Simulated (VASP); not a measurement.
Wanted: the native input for a VASP 6.6.1 run.

```
Task                   : single point
Functional             : LDA
Potentials or basis    : VASP PAW LDA potentials, release 64 (Zn, S)
Cutoff                 : 520 eV
k mesh                 : 8 × 8 × 3
Occupations            : gaussian, width 0.05 eV
Spin                   : no spin polarisation
Dipole correction      : no
Further INCAR settings : ALGO = Normal; EDIFF = 1e-06; NBANDS = 36
```

The structure of ZnS lies in POSCAR:

```
ZnS
1.0
    2.7046500000     -2.7046500000      0.0000000000
    2.7046500000      0.0000000000     -2.7046500000
    9.9168696900      3.1555151550      3.1555151550
Zn S
3 3
Direct
    0.5624763900      0.5624763900      0.1250333333
   -0.6597236100     -0.6597236100      0.7917000000
   -0.0486236100     -0.0486236100      0.4583666667
   -0.0624986100     -0.0624986100      0.8750333333
    0.5486013900      0.5486013900      0.5417000000
    0.1597013900      0.1597013900      0.2083666667
```

These files were run (other wordings do the same):

INCAR

```
PREC     = Accurate       # precision mode
ENCUT    = 520            # plane-wave cutoff, eV
EDIFF    = 1E-6           # SCF threshold, eV
ISMEAR   = 0              # smearing method
SIGMA    = 0.05           # smearing width, eV
LREAL    = False          # projectors in reciprocal space
LASPH    = True           # aspherical terms in the spheres
NELM     = 60             # most SCF steps
ALGO     = Normal         # electronic algorithm
ISIF     = 2              # what is computed and relaxed
LWAVE    = False          # write WAVECAR
LCHARG   = True           # write CHGCAR
GGA      = CA             # functional
LELF     = True           # ELF
LVHAR    = True         
NBANDS   = 36             # bands
```

KPOINTS

```
Automatic mesh
0
Gamma
  8 8 3
```

Potentials or basis: VASP PAW LDA potentials, release 64 (Zn, S).

Launch:

```console
$ cat potpaw_LDA.64/Zn/POTCAR potpaw_LDA.64/S/POTCAR > POTCAR
$ mpirun -np 1 vasp_std > vasp.out
```

Results of the run:

The pressure is -5.2 GPa, the largest force is 0.801 eV/Å and the band gap on the k mesh is 1.57 eV, direct.

Run time: 110 s on 1 thread of Intel(R) Xeon(R) 6975P-C (Granite Rapids), with other jobs on the host, peak memory 0.32 GiB.
